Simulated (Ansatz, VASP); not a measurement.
**Te2Mo: VASP beside Ansatz**

```
Te Mo
1.0
     3.49108    0.00000    0.00000
    -1.74554    3.02336    0.00000
     0.00000    0.00000   17.00063
Te Mo
2 1
Cartesian
  0.0000 2.0156 15.1973
  0.0000 2.0156 1.8034
  0.0000 0.0000 0.0000
```

Change from the starting cell: strain along c alone, the other axes held, atoms relaxed: -3.0 %.

Alike in both runs: functional PBEsol; k mesh 12 × 12 × 2; occupations gaussian, width 0.02 eV; no spin polarisation.

Ansatz relaxed the structure, and its values are those at the end. VASP's run is a single point on that final structure, the one shown.

|  | VASP | Ansatz |
| --- | --- | --- |
| version | VASP 6.6.1 | Ansatz 0.2.0 |
| potentials or method | VASP PAW PBE potentials, release 64 (Te, Mo_sv), cutoff 520 eV | scalar-relativistic, plane waves, PAW |
| valence electrons in the cell | 26 | 46 |

Ansatz gave:

| Item | Value |
| --- | --- |
| gap on the k mesh at the Fermi level (eV) | 1.20 |
| least direct gap on the mesh (eV) | 1.20 |
| rms of the force components (eV/Å) | 0.000 |

Problem. Which values does VASP return?

Solution. gap on the k mesh at the Fermi level (eV): 1.20; least direct gap on the mesh (eV): 1.20; rms of the force components (eV/Å): 0.014.

VASP's potentials were made for PBE, not for PBEsol. VASP's potentials hold 26 valence electrons a cell and Ansatz's 46, so a difference there can come from the potentials and not from the codes. Ansatz's warnings: stress scf threshold loose.

Neither program's run includes spin-orbit coupling.
